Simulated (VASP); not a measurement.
# Cu in VASP: further runs

Cu is run at these levels: PBE; tasks: single point.

Everything below comes from runs of VASP 6.6.1. Logs are shortened: lines on timing, memory, paths and dates and some standing lists are left out, and cuts for length are marked.

### 1 The cell of the first run

The structure is cubic, space group Fm-3m (No. 225). Conventional cell: a = 3.723 Å, b = 3.723 Å, c = 3.723 Å, α = 90.00°, β = 90.00°, γ = 90.00°. Within 3.5 Å of Cu (site symmetry m-3m) lie 12 Cu at 2.63 Å.

### 2 Single point, PBE (strain +0.030 along x and y, +0.030 along z)

INCAR reads:

```
PREC = Accurate
ENCUT = 520
EDIFF = 1E-6
ISMEAR = 0
SIGMA = 0.15
LREAL = F
LASPH = T
NELM = 100
ALGO = Normal
ISIF = 2
LWAVE = F
LCHARG = T
GGA = PE
LELF = T
LVHAR = T
NBANDS = 12
```

KPOINTS reads:

```
Automatic mesh
0
Gamma
  22 22 22
```

POSCAR reads:

```
Cu
1.0
    0.0000000000      1.8617250000      1.8617250000
    1.8617250000      0.0000000000      1.8617250000
    1.8617250000      1.8617250000      0.0000000000
Cu
1
Direct
    0.0000000000      0.0000000000      0.0000000000
```

Potentials or basis: VASP PAW PBE potentials, release 64 (Cu).

The run is started by

```sh
cat potpaw_PBE.64/Cu/POTCAR > POTCAR
mpirun -np 1 vasp_std > vasp.out
```

OUTCAR:

```text
PREC = Accurate
   ENCUT = 520
   EDIFF = 1E-6
   ISMEAR = 0
   LREAL = F
   LASPH = T
   NELM = 100
   ISIF = 2
   GGA = PE

 ion  position               nearest neighbor table
   1  0.000  0.000  0.000-

  LATTYP: Found a face centered cubic cell.
 ALAT       =     3.7234500000

  Lattice vectors:

 A1 = (   0.0000000000,   1.8617250000,   1.8617250000)
 A2 = (   1.8617250000,   0.0000000000,   1.8617250000)
 A3 = (   1.8617250000,   1.8617250000,   0.0000000000)

Analysis of symmetry for initial positions (statically):
=====================================================================
 Subroutine PRICEL returns:
 Original cell was already a primitive cell.

 Routine SETGRP: Setting up the symmetry group for a
 face centered cubic supercell.

 Subroutine GETGRP returns: Found 48 space group operations
 (whereof 48 operations were pure point group operations)
 out of a pool of 48 trial point group operations.

The static configuration has the point symmetry O_h .

Analysis of symmetry for dynamics (positions and initial velocities):
=====================================================================
 Subroutine PRICEL returns:
 Original cell was already a primitive cell.

 Routine SETGRP: Setting up the symmetry group for a
 face centered cubic supercell.

 Subroutine GETGRP returns: Found 48 space group operations
 (whereof 48 operations were pure point group operations)
 out of a pool of 48 trial point group operations.

The dynamic configuration has the point symmetry O_h .

 Subroutine INISYM returns: Found 48 space group operations
 (whereof 48 operations are pure point group operations),
 and found     1 'primitive' translations

----------------------------------------------------------------------------------------

                                     Primitive cell

  volume of cell :      12.9056

  direct lattice vectors                    reciprocal lattice vectors
     0.000000000  1.861725000  1.861725000    -0.268568129  0.268568129  0.268568129
     1.861725000  0.000000000  1.861725000     0.268568129 -0.268568129  0.268568129
     1.861725000  1.861725000  0.000000000     0.268568129  0.268568129 -0.268568129

  length of vectors
     2.632876744  2.632876744  2.632876744     0.465173645  0.465173645  0.465173645

  position of ions in fractional coordinates (direct lattice)
     0.000000000  0.000000000  0.000000000

  ion indices of the primitive-cell ions
   primitive index   ion index
                 1           1

----------------------------------------------------------------------------------------

 KPOINTS: Automatic mesh

Automatic generation of k-mesh.
 Grid dimensions read from file:
 generate k-points for:   22   22   22

 Generating k-lattice:

  Cartesian coordinates                     Fractional coordinates (reciprocal lattice)
    -0.012207642  0.012207642  0.012207642     0.045454545  0.000000000  0.000000000
     0.012207642 -0.012207642  0.012207642     0.000000000  0.045454545  0.000000000
     0.012207642  0.012207642 -0.012207642     0.000000000  0.000000000  0.045454545

  Length of vectors
     0.021144257  0.021144257  0.021144257

  Shift w.r.t. Gamma in fractional coordinates (k-lattice)
     0.000000000  0.000000000  0.000000000

 Subroutine IBZKPT returns following result:
 ===========================================

 Found    328 irreducible k-points:

 Following reciprocal coordinates:
            Coordinates               Weight
  0.000000  0.000000  0.000000      1.000000
  0.045455  0.000000  0.000000      8.000000
  0.090909  0.000000  0.000000      8.000000
  0.136364  0.000000  0.000000      8.000000
  0.181818  0.000000  0.000000      8.000000
  0.227273  0.000000  0.000000      8.000000
[... 16 lines left out ...]
  0.500000  0.045455  0.000000     24.000000
 -0.454545  0.045455  0.000000     24.000000
 [... further k-points ...]
   k-points           NKPTS =    328   k-points in BZ     NKDIM =    328   number of bands    NBANDS=     12
   number of dos      NEDOS =    301   number of ions     NIONS =      1
   total plane-waves  NPLWV =   8000
   dimension x,y,z NGX =    20 NGY =   20 NGZ =   20
   dimension x,y,z NGXF=    40 NGYF=   40 NGZF=   40
   ions per type =               1
   NGX,Y,Z   is equivalent  to a cutoff of  12.63, 12.63, 12.63 a.u.
   NGXF,Y,Z  is equivalent  to a cutoff of  25.26, 25.26, 25.26 a.u.
 SYSTEM =  unknown system
   PREC   = accura    normal or accurate (medium, high low for compatibility)
   ISTART =      0    job   : 0-new  1-cont  2-samecut
   ICHARG =      2    charge: 1-file 2-atom 10-const
   ISPIN  =      1    spin polarized calculation?
   LNONCOLLINEAR =      F non collinear calculations
   LSORBIT =      F    spin-orbit coupling
   LASPH  =      T    aspherical Exc in radial PAW
   ENCUT  =  520.0 eV  38.22 Ry    6.18 a.u.   4.90  4.90  4.90*2*pi/ulx,y,z
   NELM   =    100;   NELMIN=  2; NELMDL= -5     # of ELM steps
   EDIFF  = 0.1E-05   stopping-criterion for ELM
   LREAL  =      F    real-space projection
   EDIFFG = 0.1E-04   stopping-criterion for IOM
   NSW    =      0    number of steps for IOM
   IBRION =     -1    ionic relax: 0-MD 1-quasi-New 2-CG
   NFREE  =      0    steps in history (QN), initial steepest desc. (CG)
   ISIF   =      2    stress and relaxation
   ISYM   =      2    0-nonsym 1-usesym 2-fastsym
   POTIM  = 0.5000    time-step for ionic-motion
   TEBEG  =    0.0;   TEEND  =   0.0 temperature during run
   PSTRESS=    0.0 pullay stress
   NELECT =      11.0000    total number of electrons
   NUPDOWN=      -1.0000    fix difference up-down
   EMIN   =  10.00;   EMAX   =-10.00  energy-range for DOS
   EFERMI =   0.00;   METHOD = LEGACY
   ISMEAR =     0;   SIGMA  =   0.15  broadening in eV -4-tet -1-fermi 0-gaus
   EFERMI_NEDOS =   21; number of points for ismear=-14 and -15
   IALGO  =     38    algorithm
   IMIX   =      4    mixing-type and parameters
     AMIX     =   0.40;   BMIX     =  1.00
     AMIX_MAG =   1.60;   BMIX_MAG =  1.00
  volume/ion in A,a.u.               =      12.91        87.09
  Fermi-wavevector in a.u.,A,eV,Ry     =   1.552197  2.933227 32.780731  2.409316
  Thomas-Fermi vector in A             =   2.656607
   LORBIT       =      0    0 simple, 1 ext, 2 COOP (PROOUT), +10 PAW based schemes
   GGA     = PE    functional components
   LHFCALC =     F    Hartree Fock is set to
   AEXX    =    0.0000 exact exchange contribution
   IVDW    =     0    specifies the selected vdW correction
   LEPSILON=     F    determine dielectric tensor
   LRPA    =     F    only Hartree local field effects (RPA)
 non-spin polarized calculation
 Gauss-broadening in eV      SIGMA  =   0.15
  energy-cutoff  :      520.00
  volume of cell :       12.91
 maximum number of plane-waves:       360
   NGX =  9   NGY =  9   NGZ =  9

 number of electron      11.0000000 magnetization

 Free energy of the ion-electron system (eV)
  ---------------------------------------------------
  ext. energy  EPLUGINS =         0.00000000
  ---------------------------------------------------
  free energy    TOTEN  =        -3.70557845 eV

  energy without entropy =       -3.70263692  energy(sigma->0) =       -3.70410768

 E-fermi :   6.5310     XC(G=0): -12.2193

 val. band max:        6.4754312987   @ k =   0.4545   0.2727   0.0000
 cond. band min:       6.5522550638   @ k =   0.4545   0.4091   0.0455
 fundamental gap:      0.0768237650
 Fermi energy:         6.5309574313

 k-point     1 :       0.0000    0.0000    0.0000
  band No.  band energies     occupation
      1      -2.1606      2.00000
      2       3.7670      2.00000
      3       3.7670      2.00000
      4       3.7670      2.00000
      5       4.4828      2.00000
      6       4.4828      2.00000
      7      28.4161      0.00000
      8      30.3861      0.00000
      9      30.3861      0.00000
     10      30.3861      0.00000
     11      32.8396      0.00000
     12      32.8396      0.00000

 k-point     2 :       0.0455    0.0000    0.0000
  band No.  band energies     occupation
      1      -2.0898      2.00000
      2       3.7532      2.00000
      3       3.7797      2.00000
      4       3.7797      2.00000
      5       4.4778      2.00000
      6       4.4778      2.00000
      7      27.9383      0.00000
      8      29.4219      0.00000
      9      30.1363      0.00000
     10      30.1363      0.00000
     11      33.1965      0.00000
     12      33.1966      0.00000

 k-point     3 :       0.0909    0.0000    0.0000
  band No.  band energies     occupation
      1      -1.8790      2.00000
      2       3.7144      2.00000
      3       3.8144      2.00000
      4       3.8144      2.00000
      5       4.4660      2.00000
      6       4.4660      2.00000
      7      26.0786      0.00000
      8      28.9659      0.00000
      9      29.6258      0.00000
     10      29.6258      0.00000
     11      34.0172      0.00000
     12      34.0172      0.00000
[... 286 lines left out ...]
 k-point    23 :       0.5000    0.0455    0.0000
  band No.  band energies     occupation
      1       1.9670      2.00000
      2       3.7185      2.00000
      3       3.7624      2.00000
      4       4.7527      2.00000
      5       4.9806      2.00000
      6       6.0206      2.00000
      7       9.9557      0.00000
      8      26.1520      0.00000
      9      26.6871      0.00000
     10      26.9669      0.00000
     11      31.0307      0.00000
     12      31.2760      0.00000

 k-point    24 :      -0.4545    0.0455    0.0000
  band No.  band energies     occupation
      1       1.9532      2.00000
      2       3.7241      2.00000
      3       3.7627      2.00000
      4       4.7457      2.00000
      5       4.9541      2.00000
      6       5.9016      2.00000
      7      10.1540      0.00000
      8      25.8308      0.00000
      9      27.0695      0.00000
     10      27.0765      0.00000
     11      30.7351      0.00000
     12      31.4774      0.00000

 [... further k-points ...]
[... 5 lines left out ...]
  --------------------------------------------------------------------------------------
  -------------------------------------------------------------------------------------
  Total       -0.6664015     -0.6664015     -0.6664015     -0.0000000     -0.0000000      0.0000000
  in kB      -82.7313179    -82.7313179    -82.7313179     -0.0000000     -0.0000000      0.0000000
  external PRESSURE =     -82.7313179 kB  Pullay stress =       0.0000000 kB

 VOLUME and BASIS-vectors are now :
 -----------------------------------------------------------------------------
  energy-cutoff  :      520.00
  volume of cell :       12.91
      direct lattice vectors                 reciprocal lattice vectors
     0.000000000  1.861725000  1.861725000    -0.268568129  0.268568129  0.268568129
     1.861725000  0.000000000  1.861725000     0.268568129 -0.268568129  0.268568129
     1.861725000  1.861725000  0.000000000     0.268568129  0.268568129 -0.268568129

 POSITION                                       TOTAL-FORCE (eV/Angst)
 -----------------------------------------------------------------------------------
      0.00000      0.00000      0.00000         0.000000      0.000000      0.000000
 -----------------------------------------------------------------------------------
    total drift:                                0.000000      0.000000      0.000000

  FREE ENERGIE OF THE ION-ELECTRON SYSTEM (eV)
  ---------------------------------------------------
  free  energy   TOTEN  =        -3.7055784514 eV

  energy  without entropy=       -3.7026369151  energy(sigma->0) =       -3.70410768
```

Wall time 23 s (1 thread of Intel Xeon 6975P-C (Granite Rapids), shared host); peak memory 0.16 GiB.

Results:

```
Free energy : -3.7056 eV
Pressure    : -8.3 GPa
```

Levels at points of the mesh, in eV from the Fermi level:
| k point | band 3 | band 4 | band 5 | band 6 | band 7 | band 8 | band 9 | band 10 |
| --- | --- | --- | --- | --- | --- | --- | --- | --- |
| (0.00, 0.00, 0.00) | -2.76 | -2.76 | -2.05 | -2.05 | 21.89 | 23.86 | 23.86 | 23.86 |
| (0.50, 0.00, 0.00) | -2.79 | -1.55 | -1.55 | -0.74 | 3.34 | 20.42 | 20.73 | 20.73 |
| (0.50, 0.50, 0.00) | -1.57 | -1.43 | -1.43 | 1.57 | 6.52 | 12.42 | 12.42 | 16.70 |

Caveat: the cell differs from its parent crystal (strain +0.030 along x and y, +0.030 along z).

### 3 Single point, PBE (strain +0.000 along x and y, -0.015 along z)

INCAR reads:

```
SYSTEM = Cu
PREC = Accurate
ENCUT = 520
EDIFF = 1E-7
ISMEAR = 0
SIGMA = 0.15
LREAL = .False.
LASPH = .True.
NELM = 60
ALGO = Normal
ISIF = 2
LWAVE = .False.
LCHARG = .True.
GGA = PE
LELF = .True.
LVHAR = .True.
NBANDS = 12
```

KPOINTS reads:

```
regular mesh
0
Gamma
  22 22 22
  0 0 0
```

POSCAR reads:

```
Cu
1.0
    0.0000000000      1.8075000000      1.7803875000
    1.8075000000      0.0000000000      1.7803875000
    1.8075000000      1.8075000000      0.0000000000
Cu
1
Direct
    0.0000000000      0.0000000000      0.0000000000
```

Potentials or basis: VASP PAW PBE potentials, release 64 (Cu).

The run is started by

```sh
cat potpaw_PBE.64/Cu/POTCAR > POTCAR
mpirun -np 1 vasp_std > vasp.out
```

It took 64 s on 1 thread of Intel Xeon 6975P-C (Granite Rapids), shared host; peak memory 0.22 GiB.

Results (log left out):

- Free energy: -3.7248 eV
- Pressure: 4.7 GPa

Stress tensor (GPa, compression positive):
```
4.37 0.00 0.00
0.00 4.37 0.00
0.00 0.00 5.24
```

Levels at points of the mesh, in eV from the Fermi level:
| k point | band 2 | band 3 | band 4 | band 5 | band 6 | band 7 | band 8 | band 9 | band 10 | band 11 |
| --- | --- | --- | --- | --- | --- | --- | --- | --- | --- | --- |
| (0.00, 0.00, 0.00) | -3.10 | -3.10 | -3.02 | -2.27 | -2.20 | 22.72 | 25.46 | 25.46 | 25.52 | 27.95 |
| (0.50, 0.00, 0.00) | -3.15 | -3.07 | -1.67 | -1.64 | -1.05 | 3.83 | 21.13 | 22.06 | 22.63 | 25.09 |
| (0.50, 0.50, 0.00) | -4.51 | -1.67 | -1.50 | -1.50 | 1.71 | 7.49 | 12.96 | 12.96 | 17.53 | 20.28 |
| (0.50, 0.00, 0.50) | -4.50 | -1.67 | -1.53 | -1.48 | 1.38 | 7.09 | 13.31 | 13.33 | 17.83 | 20.63 |

Caveat: the cell differs from its parent crystal (strain +0.000 along x and y, -0.015 along z).
